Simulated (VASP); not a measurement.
B3W:

```
B W
1.0
    -1.58514    1.58514    3.54084
     1.58514   -1.58514    3.54084
     1.58514    1.58514   -3.54084
B W
3 1
Cartesian
  0.0000 0.0000 3.5408
  1.5851 0.0000 1.7704
  0.0000 1.5851 1.7704
  0.0000 0.0000 0.0000
```

- Program: VASP 6.6.1
- Task: relaxation of cell and atoms
- Functional: PBE
- Potentials or basis: VASP PAW PBE potentials, release 64 (B, W_sv)
- Cutoff: 600 eV
- k mesh: 8 × 8 × 8
- Occupations: gaussian, width 0.1 eV
- Spin: no spin polarisation

At the start: pressure -6.8 GPa; volume 8.90 Å³/atom.

Where does the relaxation end?

Over 7 steps the energy falls by 33.3 meV/atom and the volume is 8.73 Å³/atom (-1.9 %); space group I4/mmm (No. 139, to 0.05 Å).

The path:
| step | energy change (eV) | largest force (eV/Å) | pressure (GPa) | volume (Å³) |
| --- | --- | --- | --- | --- |
| 1 | 0.0000 | 0.0000 | -6.81 | 35.59 |
| 2 | -0.0886 | 0.0000 | 11.48 | 33.64 |
| 3 | -0.1058 | 0.0000 | 5.86 | 34.15 |
| 4 | -0.1295 | 0.0000 | -0.78 | 35.07 |
| 5 | -0.1330 | 0.0000 | 0.85 | 34.82 |
| 6 | -0.1331 | 0.0000 | -0.70 | 34.98 |
| 7 | -0.1334 | 0.0000 | 0.04 | 34.90 |

Final structure:
```
CELL_PARAMETERS angstrom
-1.54001 1.54001 3.67924
1.54001 -1.54001 3.67924
1.54001 1.54001 -3.67924
ATOMIC_POSITIONS crystal
B 0.50000 0.50000 0.00000
B 0.25000 0.75000 0.50000
B 0.75000 0.25000 0.50000
W 0.00000 0.00000 0.00000
```
